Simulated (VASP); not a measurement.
# BaTiO3: single point with r2SCAN

BaTiO3:

```xyz
5
Lattice="2.7265 1.5741 2.2261 -2.7265 1.5741 2.2261 0.0000 -3.1482 2.2261" Properties=species:S:1:pos:R:3 pbc="T T T"
Ba    0.0000    0.0000    0.0249
Ti    0.0000    0.0000    3.3622
O     0.0000    1.5739    2.2529
O    -1.3630   -0.7869    2.2529
O     1.3630   -0.7869    2.2529
```

* Program: VASP 6.6.1
* Task: single point
* Functional: r2SCAN
* Potentials or basis: VASP PAW PBE potentials, release 64 (Ba_sv, Ti_sv, O)
* Cutoff: 520 eV
* k mesh: 6 × 6 × 6
* Occupations: gaussian, width 0.02 eV
* Spin: no spin polarisation

The pressure is 27.2 GPa, the largest force is 0.014 eV/Å and the band gap on the k mesh is 2.39 eV (least direct gap 2.42 eV).

Forces in eV/Å, atoms in the order of the input:
```
Ba   0.000  0.000  0.010
Ti   0.000  0.000 -0.001
O    0.000  0.014 -0.003
O   -0.012 -0.007 -0.003
O    0.012 -0.007 -0.003
```

Levels at points of the mesh, in eV from the valence-band top:
```csv
k point,band 17,band 18,band 19,band 20,band 21,band 22,band 23,band 24
"(0.00, 0.00, 0.00)",-1.32,-0.03,-0.03,-0.03,2.39,2.39,2.39,5.01
"(0.50, 0.00, 0.00)",-1.95,-1.95,-0.73,-0.73,2.60,4.49,4.49,5.05
"(0.50, 0.50, 0.00)",-1.70,-0.79,-0.79,-0.11,4.50,4.50,4.99,6.13
"(0.50, 0.50, 0.50)",-2.31,0.00,0.00,0.00,5.33,5.33,5.33,7.97
```

Run time: 4.3 min on 1 thread of Intel Xeon 8259CL (shared host), peak memory 0.21 GiB.

Caveat: the cell stands under pressure; the PAW data sets were made with another functional, which shifts forces and pressure a little; spin-orbit coupling is left out, which moves the levels of the heavy elements. A k mesh can miss the band edges.
